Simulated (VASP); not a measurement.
# Cu12HF in VASP: single point with PBE+D3(BJ)

Aim: the single point of Cu12HF with PBE+D3(BJ).

Program: VASP 6.6.1. These are calculated values, not measurements. Logs are shortened: lines on timing, memory, paths and dates and some standing lists are left out, and cuts for length are marked.

### 1 The cell of the first run

The cell holds a slab with vacuum, 14 atoms: a = 5.105 Å, b = 5.105 Å, c = 17.168 Å, α = 90.00°, β = 90.00°, γ = 60.00°.

### 2 Single point, PBE+D3(BJ)

Input file INCAR:

```
ALGO = Normal
EDIFF = 1E-6
ENCUT = 520
GGA = PE
ISIF = 2
ISMEAR = -1
IVDW = 12
LASPH = True
LCHARG = False
LREAL = False
LWAVE = False
NBANDS = 83
NELM = 60
PREC = Accurate
SIGMA = 0.15
```

Input file KPOINTS:

```
k-points
0
Gamma
  4 4 1
```

Input file POSCAR:

```
Cu12HF
1.0
    5.1053110000      0.0000000000      0.0000000000
    2.5526550000      4.4213290000      0.0000000000
    0.0000000000      0.0000000000     17.1684690000
Cu F H
12 1 1
Direct
    0.1666667508      0.1666666290      0.0582463119
    0.6666666529      0.1666666290      0.0582463119
    0.1666665963      0.6666667421      0.0582463119
    0.6666666943      0.6666667421      0.0582463119
   -0.1658188189      0.3331631733      0.1772388091
    0.3332648510      0.3335481255      0.1770167742
   -0.1659271663      0.8333734042      0.1773374784
    0.3333234262      0.8339420116      0.1772241893
    0.0015673591     -0.0002291166      0.2966309343
    0.5006959386      0.0009255136      0.2959961077
    0.0009132552      0.4999745552      0.2963614869
    0.5000758489      0.5004167299      0.2954198187
    0.8884937334      0.0908729027      0.4577936448
    0.7083573499      0.1981295669      0.4286160869
```

Potentials or basis: VASP PAW PBE potentials, release 64 (Cu, F, H).

Started as:

```bash
$ cat potpaw_PBE.64/Cu/POTCAR potpaw_PBE.64/F/POTCAR potpaw_PBE.64/H/POTCAR > POTCAR
$ mpirun -np 1 vasp_std > vasp.out
```

OUTCAR:

```text
EDIFF = 1E-6
   ENCUT = 520
   GGA = PE
   ISIF = 2
   ISMEAR = -1
   IVDW = 12
   LASPH = True
   LREAL = False
   NELM = 60
   PREC = Accurate
 IVDW          = 12

 ion  position               nearest neighbor table
   1  0.167  0.167  0.058-   6 2.52   5 2.52   8 2.52   2 2.55   3 2.55   4 2.55   3 2.55   2 2.55
                             4 2.55
   2  0.667  0.167  0.058-   6 2.52   7 2.52   5 2.52   4 2.55   1 2.55   3 2.55   1 2.55   4 2.55
                             3 2.55
   3  0.167  0.667  0.058-   6 2.52   7 2.52   8 2.52   4 2.55   2 2.55   1 2.55   1 2.55   4 2.55
                             2 2.55
   4  0.667  0.667  0.058-   8 2.52   5 2.52   7 2.52   2 2.55   3 2.55   1 2.55   3 2.55   1 2.55
                             2 2.55
   5  0.834  0.333  0.177-  12 2.51   1 2.52   4 2.52   2 2.52  11 2.52   9 2.52   8 2.55   6 2.55
                             7 2.55   7 2.55   6 2.56   8 2.56
   6  0.333  0.334  0.177-  12 2.51   3 2.52   2 2.52   1 2.52  10 2.52  11 2.52   5 2.55   7 2.55
                             8 2.55   8 2.55   7 2.56   5 2.56
   7  0.834  0.833  0.177-  10 2.51   3 2.52  11 2.52   2 2.52   4 2.52   9 2.52   6 2.55   8 2.55
                             5 2.55   5 2.55   8 2.56   6 2.56
   8  0.333  0.834  0.177-  12 2.51   1 2.52  10 2.52   4 2.52   3 2.52   9 2.52   5 2.55   7 2.55
                             6 2.55   6 2.55   7 2.56   5 2.56
   9  0.002  1.000  0.297-   8 2.52   7 2.52   5 2.52  12 2.55  10 2.55  11 2.55  11 2.55  10 2.55
                            12 2.56
  10  0.501  0.001  0.296-   7 2.51   6 2.52   8 2.52  12 2.55  11 2.55   9 2.55   9 2.55  11 2.56
                            12 2.56
  11  0.001  0.500  0.296-   7 2.52   5 2.52   6 2.52  12 2.55  10 2.55   9 2.55   9 2.55  10 2.56
                            12 2.56
  12  0.500  0.500  0.295-   8 2.51   5 2.51   6 2.51   9 2.55  10 2.55  11 2.55  11 2.56  10 2.56
                             9 2.56
  13  0.888  0.091  0.458-  14 0.94
  14  0.708  0.198  0.429-  13 0.94

  LATTYP: Found a hexagonal cell.
 ALAT       =     5.1053107325
 C/A-ratio  =     3.3628646520

  Lattice vectors:

 A1 = (  -2.5526550000,  -4.4213290000,   0.0000000000)
 A2 = (   5.1053110000,   0.0000000000,   0.0000000000)
 A3 = (   0.0000000000,   0.0000000000,  17.1684690000)

Analysis of symmetry for initial positions (statically):
=====================================================================
 Subroutine PRICEL returns:
 Original cell was already a primitive cell.

 Routine SETGRP: Setting up the symmetry group for a
 hexagonal supercell.

 Subroutine GETGRP returns: Found  1 space group operations
 (whereof  1 operations were pure point group operations)
 out of a pool of 24 trial point group operations.

The static configuration has the point symmetry C_1 .

Analysis of symmetry for dynamics (positions and initial velocities):
=====================================================================
 Subroutine PRICEL returns:
 Original cell was already a primitive cell.

 Routine SETGRP: Setting up the symmetry group for a
 hexagonal supercell.

 Subroutine GETGRP returns: Found  1 space group operations
 (whereof  1 operations were pure point group operations)
 out of a pool of 24 trial point group operations.

The dynamic configuration has the point symmetry C_1 .

 Subroutine INISYM returns: Found  1 space group operations
 (whereof  1 operations are pure point group operations),
 and found     1 'primitive' translations

----------------------------------------------------------------------------------------

                                     Primitive cell

  volume of cell :     387.5311

  direct lattice vectors                    reciprocal lattice vectors
     5.105311000  0.000000000  0.000000000     0.195874453 -0.113088147  0.000000000
     2.552655000  4.421329000  0.000000000     0.000000000  0.226176337  0.000000000
     0.000000000  0.000000000 17.168469000     0.000000000  0.000000000  0.058246312

  length of vectors
     5.105311000  5.105310732 17.168469000     0.226176326  0.226176337  0.058246312

  position of ions in fractional coordinates (direct lattice)
     0.166666751  0.166666629  0.058246312
     0.666666653  0.166666629  0.058246312
[... 43 lines left out ...]
     0.000000000  0.000000000  0.058246312     0.000000000  0.000000000  1.000000000

  Length of vectors
     0.056544081  0.056544084  0.058246312

  Shift w.r.t. Gamma in fractional coordinates (k-lattice)
     0.000000000  0.000000000  0.000000000

 Subroutine IBZKPT returns following result:
 ===========================================

 Found     10 irreducible k-points:

 Following reciprocal coordinates:
            Coordinates               Weight
  0.000000  0.000000  0.000000      1.000000
  0.250000  0.000000  0.000000      2.000000
  0.250000  0.250000  0.000000      2.000000
  0.000000  0.250000  0.000000      2.000000
  0.500000  0.000000  0.000000      1.000000
  0.500000  0.500000  0.000000      1.000000
  0.000000  0.500000  0.000000      1.000000
  0.500000  0.250000  0.000000      2.000000
  0.250000  0.500000  0.000000      2.000000
 -0.250000  0.250000  0.000000      2.000000
   k-points           NKPTS =     10   k-points in BZ     NKDIM =     10   number of bands    NBANDS=     83
   number of dos      NEDOS =    301   number of ions     NIONS =     14
   total plane-waves  NPLWV = 204800
   dimension x,y,z NGX =    40 NGY =   40 NGZ =  128
   dimension x,y,z NGXF=    80 NGYF=   80 NGZF=  256
   ions per type =              12   1   1
   NGX,Y,Z   is equivalent  to a cutoff of  13.03, 13.03, 12.39 a.u.
   NGXF,Y,Z  is equivalent  to a cutoff of  26.05, 26.05, 24.79 a.u.
 SYSTEM =  unknown system
   PREC   = accura    normal or accurate (medium, high low for compatibility)
   ISTART =      0    job   : 0-new  1-cont  2-samecut
   ICHARG =      2    charge: 1-file 2-atom 10-const
   ISPIN  =      1    spin polarized calculation?
   LNONCOLLINEAR =      F non collinear calculations
   LSORBIT =      F    spin-orbit coupling
   LASPH  =      T    aspherical Exc in radial PAW
   ENCUT  =  520.0 eV  38.22 Ry    6.18 a.u.   9.49  9.49 31.92*2*pi/ulx,y,z
   NELM   =     60;   NELMIN=  2; NELMDL= -5     # of ELM steps
   EDIFF  = 0.1E-05   stopping-criterion for ELM
   LREAL  =      F    real-space projection
   EDIFFG = 0.1E-04   stopping-criterion for IOM
   NSW    =      0    number of steps for IOM
   IBRION =     -1    ionic relax: 0-MD 1-quasi-New 2-CG
   NFREE  =      0    steps in history (QN), initial steepest desc. (CG)
   ISIF   =      2    stress and relaxation
   ISYM   =      2    0-nonsym 1-usesym 2-fastsym
   POTIM  = 0.5000    time-step for ionic-motion
   TEBEG  =    0.0;   TEEND  =   0.0 temperature during run
   PSTRESS=    0.0 pullay stress
   NELECT =     140.0000    total number of electrons
   NUPDOWN=      -1.0000    fix difference up-down
   EMIN   =  10.00;   EMAX   =-10.00  energy-range for DOS
   EFERMI =   0.00;   METHOD = LEGACY
   ISMEAR =    -1;   SIGMA  =   0.15  broadening in eV -4-tet -1-fermi 0-gaus
   EFERMI_NEDOS =   21; number of points for ismear=-14 and -15
   IALGO  =     38    algorithm
   IMIX   =      4    mixing-type and parameters
     AMIX     =   0.40;   BMIX     =  1.00
     AMIX_MAG =   1.60;   BMIX_MAG =  1.00
  volume/ion in A,a.u.               =      27.68       186.80
  Fermi-wavevector in a.u.,A,eV,Ry     =   1.165955  2.203336 18.496470  1.359452
  Thomas-Fermi vector in A             =   2.302475
   LORBIT       =      0    0 simple, 1 ext, 2 COOP (PROOUT), +10 PAW based schemes
   GGA     = PE    functional components
   LHFCALC =     F    Hartree Fock is set to
   AEXX    =    0.0000 exact exchange contribution
   IVDW    =    12    specifies the selected vdW correction
   LEPSILON=     F    determine dielectric tensor
   LRPA    =     F    only Hartree local field effects (RPA)
 non-spin polarized calculation
  energy-cutoff  :      520.00
  volume of cell :      387.53
 maximum number of plane-waves:     10467
 NGX is ok and might be reduce to    40
   NGX = 19   NGY = 19   NGZ = 63

 number of electron     140.0000006 magnetization

 Free energy of the ion-electron system (eV)
  ---------------------------------------------------
  ext. energy  EPLUGINS =         0.00000000
  ---------------------------------------------------
  free energy    TOTEN  =       -49.13312442 eV

  energy without entropy =      -48.72429535  energy(sigma->0) =      -48.92870988

 E-fermi :  -0.2594     XC(G=0):  -6.0849

 val. band max:       -0.2778167067   @ k =   0.5000   0.0000   0.0000
 cond. band min:      -0.2450665137   @ k =   0.0000   0.0000   0.0000
 fundamental gap:      0.0327501930
 Fermi energy:        -0.2593794271

 k-point     1 :       0.0000    0.0000    0.0000
  band No.  band energies     occupation
      1     -25.2330      2.00000
      2      -8.9951      2.00000
      3      -8.5917      2.00000
      4      -6.9520      2.00000
      5      -5.4817      2.00000
      6      -5.0867      2.00000
[... 839 lines left out ...]
     81       5.3696      0.00000
     82       6.0625      0.00000
 [bands above 82 left out]

------------------------ aborting loop because EDIFF is reached ----------------------------------------

 Edisp (eV)   -4.78388

 E8    (eV) :    -2.1290

  FORCE on cell =-STRESS in cart. coord.  units (eV):
  Direction    XX          YY          ZZ          XY          YZ          ZX
  --------------------------------------------------------------------------------------
  -------------------------------------------------------------------------------------
  Total      -6.09367    -6.10002     0.11631    -0.11678    -0.09904     0.03859
  in kB     -25.19317   -25.21942     0.48087    -0.48282    -0.40945     0.15953
  external pressure =      -16.64 kB  Pullay stress =        0.00 kB

 VOLUME and BASIS-vectors are now :
 -----------------------------------------------------------------------------
  energy-cutoff  :      520.00
  volume of cell :      387.53
      direct lattice vectors                 reciprocal lattice vectors
     5.105311000  0.000000000  0.000000000     0.195874453 -0.113088147  0.000000000
     2.552655000  4.421329000  0.000000000     0.000000000  0.226176337  0.000000000
     0.000000000  0.000000000 17.168469000     0.000000000  0.000000000  0.058246312

 POSITION                                       TOTAL-FORCE (eV/Angst)
 -----------------------------------------------------------------------------------
      1.27633      0.73689      1.00000         0.004483      0.001472     -0.040107
      3.82898      0.73689      1.00000        -0.001086      0.003791     -0.007627
      2.55265      2.94755      1.00000         0.004601     -0.002463     -0.028141
      5.10531      2.94755      1.00000         0.000383      0.000188     -0.005850
      5.10921      1.47302      3.04292         0.000418     -0.002006      0.000592
      2.55285      1.47473      3.03911        -0.000476     -0.000650     -0.001479
      6.38552      3.68462      3.04461         0.001115      0.000691      0.004557
      3.83049      3.68713      3.04267        -0.001147      0.002675     -0.001781
      2.56007      4.42032      5.09270        -0.003804      0.001362      0.029504
      2.55857      0.00409      5.08180         0.001986      0.000127      0.018670
      1.28093      2.21055      5.08807        -0.000253      0.002824      0.016994
      3.83043      2.21251      5.07191        -0.000391     -0.000321      0.018708
      4.76800      0.40178      7.85962         0.170735     -0.131262      0.130213
      4.12214      0.87600      7.35868        -0.176564      0.123573     -0.134253
 -----------------------------------------------------------------------------------
    total drift:                               -0.000808      0.000054      0.003038

  FREE ENERGIE OF THE ION-ELECTRON SYSTEM (eV)
  ---------------------------------------------------
  free  energy   TOTEN  =       -53.9170054794 eV

  energy  without entropy=      -53.5081764107  energy(sigma->0) =      -53.71259095
```

Run time: 14 min. Hardware: 1 thread of Intel Xeon Platinum 8259CL at 2.50GHz (Skylake/Cascade Lake), shared host; peak memory 0.63 GiB.

What came out:

| Property | Result |
| --- | --- |
| Free energy | -53.9170 eV |
| Largest force | 0.254 eV/Å |
| Band gap on the k mesh | zero (band 70 reaches -0.24 eV, above the bottom of band 71 at -0.30 eV) |
| Dispersion energy per atom | -0.342 eV |

Forces on the atoms (eV/Å):
```
Cu   0.004  0.001 -0.040
Cu  -0.001  0.004 -0.008
Cu   0.005 -0.002 -0.028
Cu   0.000  0.000 -0.006
Cu   0.000 -0.002  0.001
Cu   0.000 -0.001 -0.001
Cu   0.001  0.001  0.005
Cu  -0.001  0.003 -0.002
Cu  -0.004  0.001  0.030
Cu   0.002  0.000  0.019
Cu   0.000  0.003  0.017
Cu   0.000  0.000  0.019
F    0.171 -0.131  0.130
H   -0.177  0.124 -0.134
```

Levels at points of the mesh, in eV from the Fermi level:
```csv
k point,band 66,band 67,band 68,band 69,band 70,band 71,band 72,band 73,band 74,band 75
"(0.00, 0.00, 0.00)",-1.38,-1.38,-0.05,0.01,0.02,0.05,1.13,1.15,1.17,1.58
"(0.50, 0.00, 0.00)",-1.58,-1.51,-1.51,-0.03,-0.02,0.29,0.46,1.14,1.16,2.79
"(0.50, 0.50, 0.00)",-1.58,-1.51,-1.51,-0.02,-0.02,0.34,0.40,1.14,1.16,2.81
"(0.00, 0.50, 0.00)",-1.58,-1.51,-1.51,-0.02,-0.02,0.32,0.42,1.14,1.16,2.81
```

With open d or f shells a metallic result of PBE can be an artefact of self-interaction; +U or a hybrid may open a gap.
